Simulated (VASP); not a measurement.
# Au (Cmcm) in VASP: single point with PBEsol

Aim: the single point of Au with PBEsol.

Everything below comes from runs of VASP 6.6.1. Logs are shortened: lines on timing, memory, paths and dates and some standing lists are left out, and cuts for length are marked.

**1. The cell of the first run**

Symmetry: Cmcm, No. 63, orthorhombic system. The conventional cell has a = 3.993 Å, b = 11.561 Å, c = 4.793 Å, α = 90.00°, β = 90.00°, γ = 90.00°. Au (site symmetry m2m) has 4 Au at 3.13 to 3.99 Å within 4.1 Å.

**2. Single point, PBEsol**

The input, INCAR:

```
SYSTEM = Au
PREC = Accurate
ENCUT = 520
EDIFF = 1E-7
ISMEAR = 1
SIGMA = 0.15
LREAL = .FALSE.
LASPH = .TRUE.
NELM = 80
ALGO = Normal
ISIF = 2
LWAVE = .FALSE.
LCHARG = .FALSE.
GGA = PS
NBANDS = 18
```

The input, KPOINTS:

```
regular mesh
0
G
  6 6 5
  0 0 0
```

The input, POSCAR:

```
Au
1.0
    1.9963330000     -5.7803100000      0.0000000000
    1.9963330000      5.7803100000      0.0000000000
    0.0000000000      0.0000000000      4.7928640000
Au
2
Direct
    0.5869990000      0.4130010000      0.7500000000
    0.4130010000      0.5869990000      0.2500000000
```

Potentials or basis: VASP PAW PBE potentials, release 64 (Au).

The run is started by

```bash
> cat potpaw_PBE.64/Au/POTCAR > POTCAR
> mpirun -np 1 vasp_std > vasp.out
```

OUTCAR:

```text
SYSTEM = Au
   PREC = Accurate
   ENCUT = 520
   EDIFF = 1E-7
   ISMEAR = 1
   LREAL = .FALSE.
   LASPH = .TRUE.
   NELM = 80
   ISIF = 2
   GGA = PS

 ion  position               nearest neighbor table
   1  0.587  0.413  0.750-   2 3.13   2 3.13
   2  0.413  0.587  0.250-   1 3.13   1 3.13

  LATTYP: Found a base centered orthorhombic cell.
 ALAT       =     3.9926660000
 B/A-ratio  =     2.8954638329
 C/A-ratio  =     1.2004169645

  Lattice vectors:

 A1 = (   1.9963330000,  -5.7803100000,   0.0000000000)
 A2 = (   1.9963330000,   5.7803100000,   0.0000000000)
 A3 = (   0.0000000000,   0.0000000000,   4.7928640000)

Analysis of symmetry for initial positions (statically):
=====================================================================
 Subroutine PRICEL returns:
 Original cell was already a primitive cell.

 Routine SETGRP: Setting up the symmetry group for a
 base centered orthorhombic supercell.

 Subroutine GETGRP returns: Found  8 space group operations
 (whereof  4 operations were pure point group operations)
 out of a pool of  8 trial point group operations.

The static configuration has the point symmetry C_2h.
 The point group associated with its full space group is D_2h.

Analysis of symmetry for dynamics (positions and initial velocities):
=====================================================================
 Subroutine PRICEL returns:
 Original cell was already a primitive cell.

 Routine SETGRP: Setting up the symmetry group for a
 base centered orthorhombic supercell.

 Subroutine GETGRP returns: Found  8 space group operations
 (whereof  4 operations were pure point group operations)
 out of a pool of  8 trial point group operations.

The dynamic configuration has the point symmetry C_2h.
 The point group associated with its full space group is D_2h.

 Subroutine INISYM returns: Found  8 space group operations
 (whereof  4 operations are pure point group operations),
 and found     1 'primitive' translations

----------------------------------------------------------------------------------------

                                     Primitive cell

  volume of cell :     110.6138

  direct lattice vectors                    reciprocal lattice vectors
     1.996333000 -5.780310000  0.000000000     0.250459217 -0.086500551  0.000000000
     1.996333000  5.780310000  0.000000000     0.250459217  0.086500551  0.000000000
     0.000000000  0.000000000  4.792864000     0.000000000  0.000000000  0.208643517

  length of vectors
     6.115335571  6.115335571  4.792864000     0.264975781  0.264975781  0.208643517

  position of ions in fractional coordinates (direct lattice)
     0.586999000  0.413001000  0.750000000
     0.413001000  0.586999000  0.250000000

  ion indices of the primitive-cell ions
   primitive index   ion index
                 1           1
                 2           2

----------------------------------------------------------------------------------------

 KPOINTS: regular mesh

Automatic generation of k-mesh.
 Grid dimensions read from file:
 generate k-points for:    6    6    5

 Generating k-lattice:

  Cartesian coordinates                     Fractional coordinates (reciprocal lattice)
     0.041743203 -0.014416759  0.000000000     0.166666667  0.000000000  0.000000000
     0.041743203  0.014416759  0.000000000     0.000000000  0.166666667  0.000000000
     0.000000000  0.000000000  0.041728703     0.000000000  0.000000000  0.200000000

  Length of vectors
     0.044162630  0.044162630  0.041728703

  Shift w.r.t. Gamma in fractional coordinates (k-lattice)
     0.000000000  0.000000000  0.000000000

 Subroutine IBZKPT returns following result:
 ===========================================

 Found     39 irreducible k-points:

 Following reciprocal coordinates:
            Coordinates               Weight
  0.000000  0.000000  0.000000      1.000000
  0.166667  0.000000  0.000000      4.000000
  0.333333  0.000000  0.000000      4.000000
  0.500000 -0.000000  0.000000      2.000000
  0.166667  0.166667  0.000000      2.000000
  0.333333  0.166667  0.000000      4.000000
[... 16 lines left out ...]
  0.333333  0.333333  0.200000      4.000000
  0.500000  0.333333  0.200000      8.000000
 [... further k-points ...]
   k-points           NKPTS =     39   k-points in BZ     NKDIM =     39   number of bands    NBANDS=     18
   number of dos      NEDOS =    301   number of ions     NIONS =      2
   total plane-waves  NPLWV =  82944
   dimension x,y,z NGX =    48 NGY =   48 NGZ =   36
   dimension x,y,z NGXF=    96 NGYF=   96 NGZF=   72
   ions per type =               2
   NGX,Y,Z   is equivalent  to a cutoff of  13.05, 13.05, 12.49 a.u.
   NGXF,Y,Z  is equivalent  to a cutoff of  26.10, 26.10, 24.97 a.u.
 SYSTEM =  Au
   PREC   = accura    normal or accurate (medium, high low for compatibility)
   ISTART =      0    job   : 0-new  1-cont  2-samecut
   ICHARG =      2    charge: 1-file 2-atom 10-const
   ISPIN  =      1    spin polarized calculation?
   LNONCOLLINEAR =      F non collinear calculations
   LSORBIT =      F    spin-orbit coupling
   LASPH  =      T    aspherical Exc in radial PAW
   ENCUT  =  520.0 eV  38.22 Ry    6.18 a.u.  11.37 11.37  8.91*2*pi/ulx,y,z
   NELM   =     80;   NELMIN=  2; NELMDL= -5     # of ELM steps
   EDIFF  = 0.1E-06   stopping-criterion for ELM
   LREAL  =      F    real-space projection
   EDIFFG = 0.1E-05   stopping-criterion for IOM
   NSW    =      0    number of steps for IOM
   IBRION =     -1    ionic relax: 0-MD 1-quasi-New 2-CG
   NFREE  =      0    steps in history (QN), initial steepest desc. (CG)
   ISIF   =      2    stress and relaxation
   ISYM   =      2    0-nonsym 1-usesym 2-fastsym
   POTIM  = 0.5000    time-step for ionic-motion
   TEBEG  =    0.0;   TEEND  =   0.0 temperature during run
   PSTRESS=    0.0 pullay stress
   NELECT =      22.0000    total number of electrons
   NUPDOWN=      -1.0000    fix difference up-down
   EMIN   =  10.00;   EMAX   =-10.00  energy-range for DOS
   EFERMI =   0.00;   METHOD = LEGACY
   ISMEAR =     1;   SIGMA  =   0.15  broadening in eV -4-tet -1-fermi 0-gaus
   EFERMI_NEDOS =   21; number of points for ismear=-14 and -15
   IALGO  =     38    algorithm
   IMIX   =      4    mixing-type and parameters
     AMIX     =   0.40;   BMIX     =  1.00
     AMIX_MAG =   1.60;   BMIX_MAG =  1.00
  volume/ion in A,a.u.               =      55.31       373.23
  Fermi-wavevector in a.u.,A,eV,Ry     =   0.955607  1.805835 12.424632  0.913185
  Thomas-Fermi vector in A             =   2.084460
   LORBIT       =      0    0 simple, 1 ext, 2 COOP (PROOUT), +10 PAW based schemes
   GGA     = PS    functional components
   LHFCALC =     F    Hartree Fock is set to
   AEXX    =    0.0000 exact exchange contribution
   IVDW    =     0    specifies the selected vdW correction
   LEPSILON=     F    determine dielectric tensor
   LRPA    =     F    only Hartree local field effects (RPA)
 non-spin polarized calculation
 Methfessel and Paxton  Order N= 1 SIGMA  =   0.15
  energy-cutoff  :      520.00
  volume of cell :      110.61
 maximum number of plane-waves:      3004
 NGX is ok and might be reduce to    48
   NGX = 23   NGY = 23   NGZ = 17

 number of electron      22.0000003 magnetization

 Free energy of the ion-electron system (eV)
  ---------------------------------------------------
  ext. energy  EPLUGINS =         0.00000000
  ---------------------------------------------------
  free energy    TOTEN  =        -3.04899308 eV

  energy without entropy =       -3.04918225  energy(sigma->0) =       -3.04905613

 E-fermi :  -1.3399     XC(G=0):  -6.6618

 val. band max:       -1.3959558665   @ k =   0.5000   0.5000   0.2000
 cond. band min:      -1.3023546933   @ k =   0.1667   0.0000   0.4000
 fundamental gap:      0.0936011732
 Fermi energy:        -1.3398975869

 k-point     1 :       0.0000    0.0000    0.0000
  band No.  band energies     occupation
      1      -4.3578      2.00000
      2      -3.8771      2.00000
      3      -3.6988      2.00000
      4      -3.4726      2.00000
      5      -3.1757      2.00000
      6      -3.1516      2.00000
[... 10 lines left out ...]
     17       8.5594      0.00000
     18       8.9776      0.00000

 k-point     2 :       0.1667    0.0000    0.0000
  band No.  band energies     occupation
      1      -4.2048      2.00000
      2      -3.8643      2.00000
      3      -3.6805      2.00000
      4      -3.2995      2.00000
      5      -3.2347      2.00000
      6      -3.1405      2.00000
[... 10 lines left out ...]
     17       6.8046      0.00000
     18       8.6559      0.00000

 k-point     3 :       0.3333    0.0000    0.0000
  band No.  band energies     occupation
      1      -3.9775      2.00000
      2      -3.8382      2.00000
      3      -3.6435      2.00000
      4      -3.3466      2.00000
      5      -3.2824      2.00000
      6      -2.9907      2.00000
[... 10 lines left out ...]
     17       7.2625      0.00000
     18       8.6782      0.00000

 k-point     4 :       0.5000   -0.0000    0.0000
  band No.  band energies     occupation
      1      -3.8981      2.00000
      2      -3.8248      2.00000
      3      -3.6248      2.00000
      4      -3.4000      2.00000
      5      -3.3341      2.00000
      6      -3.0249      2.00000
[... 10 lines left out ...]
     17       6.9670      0.00000
     18       8.8116      0.00000

 k-point     5 :       0.1667    0.1667    0.0000
  band No.  band energies     occupation
      1      -4.0053      2.00000
      2      -3.8432      2.00000
      3      -3.6499      2.00000
      4      -3.3456      2.00000
      5      -3.2775      2.00000
      6      -2.9965      2.00000
[... 10 lines left out ...]
     17       7.1992      0.00000
     18       9.1417      0.00000

 k-point     6 :       0.3333    0.1667    0.0000
  band No.  band energies     occupation
      1      -3.8980      2.00000
      2      -3.8251      2.00000
      3      -3.6248      2.00000
      4      -3.3989      2.00000
      5      -3.3293      2.00000
      6      -3.0305      2.00000
[... 10 lines left out ...]
     17       7.2915      0.00000
     18       8.5719      0.00000

 k-point     7 :       0.5000    0.1667    0.0000
  band No.  band energies     occupation
      1      -3.9208      2.00000
      2      -3.8283      2.00000
      3      -3.6309      2.00000
      4      -3.3471      2.00000
      5      -3.2856      2.00000
      6      -2.9881      2.00000
[... 10 lines left out ...]
     17       6.8058      0.00000
     18       8.1099      0.00000

 k-point     8 :      -0.3333    0.1667    0.0000
  band No.  band energies     occupation
      1      -4.0968      2.00000
      2      -3.8488      2.00000
      3      -3.6614      2.00000
      4      -3.2944      2.00000
      5      -3.2380      2.00000
      6      -3.1413      2.00000
[... 10 lines left out ...]
     17       7.5053      0.00000
     18       7.8101      0.00000
[... 229 lines left out ...]
     17       7.2274      0.00000
     18       7.3473      0.00000

 k-point    20 :       0.5000    0.1667    0.2000
  band No.  band energies     occupation
      1      -3.8447      2.00000
      2      -3.8123      2.00000
      3      -3.5113      2.00000
      4      -3.3884      2.00000
      5      -3.3236      2.00000
      6      -2.9473      2.00000
[... 10 lines left out ...]
     17       7.0541      0.00000
     18       8.5806      0.00000

 k-point    21 :      -0.3333    0.1667    0.2000
  band No.  band energies     occupation
      1      -3.9569      2.00000
      2      -3.8387      2.00000
      3      -3.5373      2.00000
      4      -3.2807      2.00000
      5      -3.2596      2.00000
      6      -3.1444      2.00000
[... 10 lines left out ...]
     17       7.4982      0.00000
     18       8.5557      0.00000

 k-point    22 :      -0.1667    0.1667    0.2000
  band No.  band energies     occupation
      1      -4.0887      2.00000
      2      -3.8582      2.00000
      3      -3.5546      2.00000
      4      -3.4405      2.00000
      5      -3.2081      2.00000
      6      -3.1684      2.00000
[... 10 lines left out ...]
     17       8.1235      0.00000
     18       8.8872      0.00000

 k-point    23 :       0.3333    0.3333    0.2000
  band No.  band energies     occupation
      1      -3.8312      2.00000
      2      -3.8063      2.00000
      3      -3.5062      2.00000
      4      -3.3914      2.00000
      5      -3.3261      2.00000
      6      -2.9360      2.00000
[... 10 lines left out ...]
     17       7.6165      0.00000
     18       7.8896      0.00000

 k-point    24 :       0.5000    0.3333    0.2000
  band No.  band energies     occupation
      1      -3.8830      2.00000
      2      -3.8366      2.00000
      3      -3.5245      2.00000
      4      -3.2740      2.00000
      5      -3.2637      2.00000
      6      -3.1394      2.00000
[... 10 lines left out ...]
     17       8.0006      0.00000
     18       8.4074      0.00000

 [... further k-points ...]
[... 5 lines left out ...]
  --------------------------------------------------------------------------------------
  -------------------------------------------------------------------------------------
  Total       -2.0014387     -4.1258102     -5.2202301      0.0000000     -0.0000000      0.0000000
  in kB      -28.9896961    -59.7600033    -75.6120503      0.0000000     -0.0000000      0.0000000
  external PRESSURE =     -54.7872499 kB  Pullay stress =       0.0000000 kB

 VOLUME and BASIS-vectors are now :
 -----------------------------------------------------------------------------
  energy-cutoff  :      520.00
  volume of cell :      110.61
      direct lattice vectors                 reciprocal lattice vectors
     1.996333000 -5.780310000  0.000000000     0.250459217 -0.086500551  0.000000000
     1.996333000  5.780310000  0.000000000     0.250459217  0.086500551  0.000000000
     0.000000000  0.000000000  4.792864000     0.000000000  0.000000000  0.208643517

 POSITION                                       TOTAL-FORCE (eV/Angst)
 -----------------------------------------------------------------------------------
      1.99633     -1.00576      3.59465         0.000000      1.677186      0.000000
      1.99633      1.00576      1.19822         0.000000     -1.677186      0.000000
 -----------------------------------------------------------------------------------
    total drift:                               -0.000000     -0.000000      0.000000

  FREE ENERGIE OF THE ION-ELECTRON SYSTEM (eV)
  ---------------------------------------------------
  free  energy   TOTEN  =        -3.0489930761 eV

  energy  without entropy=       -3.0491822482  energy(sigma->0) =       -3.04905613
```

Wall time 41 s (1 thread of AMD EPYC 9R45 (Zen 5), shared host); peak memory 0.26 GiB.

What came out:

- Free energy: -3.0490 eV
- Pressure: -5.5 GPa
- Largest force: 1.677 eV/Å
- Band gap on the k mesh: zero (band 11 reaches -1.22 eV, above the bottom of band 12 at -1.63 eV)

Forces in eV/Å, atoms in the order of the input:
```
Au   0.000  1.677  0.000
Au   0.000 -1.677  0.000
```

Stress tensor (GPa, compression positive):
```
-2.90  0.00  0.00
 0.00 -5.98  0.00
 0.00  0.00 -7.56
```

Caveat: the PAW data sets were made with another functional, which shifts forces and pressure a little; spin-orbit coupling is left out, which moves the levels of the heavy elements.
